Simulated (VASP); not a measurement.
# MnS (R3m) in VASP: single point with PBE

Aim: the single point of MnS with PBE.

Program: VASP 6.6.1. These are calculated values, not measurements. Logs are shortened: lines on timing, memory, paths and dates and some standing lists are left out, and cuts for length are marked.

### 1 The cell of the first run

Symmetry: R3m, No. 160, trigonal system. Conventional cell: a = 3.893 Å, b = 3.893 Å, c = 9.956 Å, α = 90.00°, β = 90.00°, γ = 120.00°. Within 3.2 Å of Mn (site symmetry 3m) lie 4 S at 2.42 to 2.43 Å. S (site symmetry 3m) has 4 Mn at 2.42 to 2.43 Å within 3.2 Å.

### 2 Single point, PBE, collinear spin, ferromagnetic start

The input, INCAR:

```
ALGO     = Normal         # electronic algorithm
EDIFF    = 1E-6           # SCF threshold, eV
ENCUT    = 520            # plane-wave cutoff, eV
GGA      = PE             # functional
ISIF     = 2              # what is computed and relaxed
ISMEAR   = 0              # smearing method
ISPIN    = 2              # spin polarisation
LASPH    = True           # aspherical terms in the spheres
LCHARG   = False          # write CHGCAR
LMAXMIX  = 4              # l up to which the mixer works
LORBIT   = 11             # projections on sites
LREAL    = False          # projectors in reciprocal space
LWAVE    = False          # write WAVECAR
MAGMOM   = 4.56 0.14      # initial moments
NBANDS   = 20             # bands
NELM     = 150            # most SCF steps
PREC     = Accurate       # precision mode
SIGMA    = 0.1            # smearing width, eV
```

The input, KPOINTS:

```
k-points
0
Gamma
  9 9 10
```

The input, POSCAR:

```
MnS
1.0
    3.8926748900      0.0000000001      0.0000412192
   -1.9463374449      3.3711553435     -0.0000412192
    1.9463730038     -1.1237389777      3.3187953431
Mn S
1 1
Direct
   -0.0030184930      0.0030184930      0.0090471533
    0.7530184930      0.2469815070      0.7409528467
```

Potentials or basis: VASP PAW PBE potentials, release 64 (Mn_pv, S).

On the command line:

```bash
$ cat potpaw_PBE.64/Mn_pv/POTCAR potpaw_PBE.64/S/POTCAR > POTCAR
$ mpirun -np 1 vasp_std > vasp.out
```

OUTCAR:

```text
EDIFF = 1E-6
   ENCUT = 520
   GGA = PE
   ISIF = 2
   ISMEAR = 0
   ISPIN = 2
   LASPH = True
   LORBIT = 11
   LREAL = False
   NELM = 150
   PREC = Accurate

 ion  position               nearest neighbor table
   1  0.997  0.003  0.009-   2 2.42   2 2.42   2 2.42   2 2.43
   2  0.753  0.247  0.741-   1 2.42   1 2.42   1 2.42   1 2.43

  LATTYP: Found a base centered monoclinic cell.
 ALAT       =     6.7423106872
 B/A-ratio  =     0.5773502692
 C/A-ratio  =     0.5944826291
 COS(beta)  =    -0.5607320137

  Lattice vectors:

 A1 = (  -1.9463374449,   3.3711553435,  -0.0000412192)
 A2 = (  -3.8926748900,  -0.0000000001,  -0.0000412192)
 A3 = (   1.9463730038,  -1.1237389777,   3.3187953431)

Analysis of symmetry for initial positions (statically):
=====================================================================
 Subroutine PRICEL returns:
 Original cell was already a primitive cell.

 Routine SETGRP: Setting up the symmetry group for a
 base centered monoclinic supercell.

 Subroutine GETGRP returns: Found  2 space group operations
 (whereof  2 operations were pure point group operations)
 out of a pool of  4 trial point group operations.

The static configuration has the point symmetry C_1h.

Analysis of symmetry for dynamics (positions and initial velocities):
=====================================================================
 Subroutine PRICEL returns:
 Original cell was already a primitive cell.

 Routine SETGRP: Setting up the symmetry group for a
 base centered monoclinic supercell.

 Subroutine GETGRP returns: Found  2 space group operations
 (whereof  2 operations were pure point group operations)
 out of a pool of  4 trial point group operations.

The dynamic configuration has the point symmetry C_1h.

Analysis of structural, dynamic, and magnetic symmetry:
=====================================================================
 Subroutine PRICEL returns:
 Original cell was already a primitive cell.

 Routine SETGRP: Setting up the symmetry group for a
 base centered monoclinic supercell.

 Subroutine GETGRP returns: Found  2 space group operations
 (whereof  2 operations were pure point group operations)
 out of a pool of  4 trial point group operations.

The overall configuration has the point symmetry C_1h.

 Subroutine INISYM returns: Found  2 space group operations
 (whereof  2 operations are pure point group operations),
 and found     1 'primitive' translations

----------------------------------------------------------------------------------------

[... 111 lines left out ...]
     AMIX     =   0.40;   BMIX     =  1.00
     AMIX_MAG =   1.60;   BMIX_MAG =  1.00
  volume/ion in A,a.u.               =      21.78       146.95
  Fermi-wavevector in a.u.,A,eV,Ry     =   1.241628  2.346336 20.975281  1.541640
  Thomas-Fermi vector in A             =   2.376017
   LORBIT       =     11    0 simple, 1 ext, 2 COOP (PROOUT), +10 PAW based schemes
   GGA     = PE    functional components
   LHFCALC =     F    Hartree Fock is set to
   AEXX    =    0.0000 exact exchange contribution
   IVDW    =     0    specifies the selected vdW correction
   LEPSILON=     F    determine dielectric tensor
   LRPA    =     F    only Hartree local field effects (RPA)
 spin polarized calculation
 Gauss-broadening in eV      SIGMA  =   0.10
  energy-cutoff  :      520.00
  volume of cell :       43.55
 maximum number of plane-waves:      1195
 NGX is ok and might be reduce to    30
   NGX = 15   NGY = 15   NGZ = 15

 number of electron      18.9999997 magnetization       4.9082237

 Free energy of the ion-electron system (eV)
  ---------------------------------------------------
  ext. energy  EPLUGINS =         0.00000000
  ---------------------------------------------------
  free energy    TOTEN  =       -14.07284614 eV

  energy without entropy =      -14.06802490  energy(sigma->0) =      -14.07043552

 E-fermi :   4.5714     XC(G=0):  -9.3560

 val. band max:        4.5711413776   @ k =  -0.4444   0.4444   0.1000
 cond. band min:       4.5718475619   @ k =   0.4444  -0.0000   0.5000
 fundamental gap:      0.0007061843
 Fermi energy:         4.5714033348

 spin component 1

 k-point     1 :       0.0000    0.0000    0.0000
  band No.  band energies     occupation
      1     -46.1656      1.00000
      2     -46.1655      1.00000
      3     -46.1615      1.00000
      4      -9.3586      1.00000
      5      -0.4016      1.00000
      6      -0.2496      1.00000
[... 541 lines left out ...]
     19      17.5315      0.00000
     20      17.9287      0.00000

 [... further k-points ...]

 spin component 2

 k-point     1 :       0.0000    0.0000    0.0000
  band No.  band energies     occupation
      1     -41.5895      1.00000
      2     -41.5894      1.00000
      3     -41.5846      1.00000
      4      -9.0470      1.00000
      5       1.1124      1.00000
      6       1.3426      1.00000
[... 541 lines left out ...]
     19      18.0584      0.00000
     20      18.4610      0.00000

 [... further k-points ...]
[... 5 lines left out ...]
  --------------------------------------------------------------------------------------
  -------------------------------------------------------------------------------------
  Total        0.5670135      0.5669207      0.0178373     -0.0000804      0.0000089     -0.0000154
  in kB       20.8593215     20.8559072      0.6561980     -0.0029569      0.0003265     -0.0005658
  external PRESSURE =      14.1238089 kB  Pullay stress =       0.0000000 kB

 VOLUME and BASIS-vectors are now :
 -----------------------------------------------------------------------------
  energy-cutoff  :      520.00
  volume of cell :       43.55
      direct lattice vectors                 reciprocal lattice vectors
     3.892674890  0.000000000  0.000041219     0.256893825  0.148316491 -0.100440717
    -1.946337445  3.371155343 -0.000041219    -0.000001064  0.296634823  0.100440717
     1.946373004 -1.123738978  3.318795343    -0.000003191  0.000001842  0.301316646

 POSITION                                       TOTAL-FORCE (eV/Angst)
 -----------------------------------------------------------------------------------
      3.89266      0.00001      0.03007        -0.000069      0.000040      0.001648
      3.89272     -0.00002      2.45909         0.000069     -0.000040     -0.001648
 -----------------------------------------------------------------------------------
    total drift:                               -0.000009      0.000005      0.000376

  FREE ENERGIE OF THE ION-ELECTRON SYSTEM (eV)
  ---------------------------------------------------
  free  energy   TOTEN  =       -14.0728461357 eV

  energy  without entropy=      -14.0680249009  energy(sigma->0) =      -14.07043552

 total charge

# of ion       s       p       d       tot
------------------------------------------
    1        0.262   6.214   4.905  11.381
    2        1.315   2.450   0.000   3.765
--------------------------------------------------
tot          1.577   8.665   4.905  15.146

 magnetization (x)

# of ion       s       p       d       tot
------------------------------------------
    1        0.049   0.066   4.203   4.318
    2        0.012   0.075   0.000   0.087
--------------------------------------------------
tot          0.061   0.142   4.203   4.405
```

OSZICAR:

```text
N       E                     dE             d eps       ncg     rms          rms(c)
DAV:   1     0.151849806437E+03    0.15185E+03   -0.10138E+04 18472   0.944E+02
DAV:   2    -0.685744981242E+01   -0.15871E+03   -0.14951E+03 19348   0.273E+02
DAV:   3    -0.151916659440E+02   -0.83342E+01   -0.82390E+01 21348   0.682E+01
DAV:   4    -0.153031552894E+02   -0.11149E+00   -0.11142E+00 20976   0.813E+00
DAV:   5    -0.153050480448E+02   -0.18928E-02   -0.18927E-02 21032   0.111E+00    0.107E+01
DAV:   6    -0.140640087455E+02    0.12410E+01   -0.53977E+00 21408   0.269E+01    0.101E+01
DAV:   7    -0.140699474673E+02   -0.59387E-02   -0.75470E-01 20288   0.991E+00    0.627E+00
DAV:   8    -0.140757594820E+02   -0.58120E-02   -0.37052E-02 21204   0.153E+00    0.330E+00
DAV:   9    -0.140718329859E+02    0.39265E-02   -0.14238E-02 19560   0.107E+00    0.271E-01
DAV:  10    -0.140725610044E+02   -0.72802E-03   -0.33633E-03 19948   0.424E-01    0.156E-01
DAV:  11    -0.140727229758E+02   -0.16197E-03   -0.34293E-04 20848   0.141E-01    0.125E-01
DAV:  12    -0.140728021299E+02   -0.79154E-04   -0.65798E-05 20172   0.696E-02    0.893E-02
DAV:  13    -0.140728243216E+02   -0.22192E-04   -0.19683E-05 20408   0.315E-02    0.477E-02
DAV:  14    -0.140728443602E+02   -0.20039E-04   -0.23500E-05 19668   0.281E-02    0.113E-02
DAV:  15    -0.140728457935E+02   -0.14334E-05   -0.91892E-07 19480   0.760E-03    0.387E-03
DAV:  16    -0.140728461357E+02   -0.34219E-06   -0.18561E-07 14608   0.251E-03
   1 F= -.14072846E+02 E0= -.14070436E+02  d E =-.482123E-02  mag=     4.9083
```

It took 6.2 min on 1 thread of Oxide Virtual Turin-like, shared host; peak memory 0.37 GiB.

What came out:

| Quantity | Value |
| --- | --- |
| Free energy | -14.0728 eV |
| Pressure | 1.4 GPa |
| Net moment | 4.91 μB per cell |
| Site moments | Mn +4.32; S +0.09 μB |
| Valence electrons inside the program's atomic spheres | Mn 11.38; S 3.77 |

Stress tensor (GPa, compression positive):
```
2.09 0.00 0.00
0.00 2.09 0.00
0.00 0.00 0.07
```

Caveat: a cell with one magnetic atom can't hold antiferromagnetic order, which such compounds often take; semilocal functionals often make such compounds metallic where correlation or magnetic order opens a gap, which also shifts bond lengths. With open d or f shells a metallic result of PBE can be an artefact of self-interaction; +U or a hybrid may open a gap.
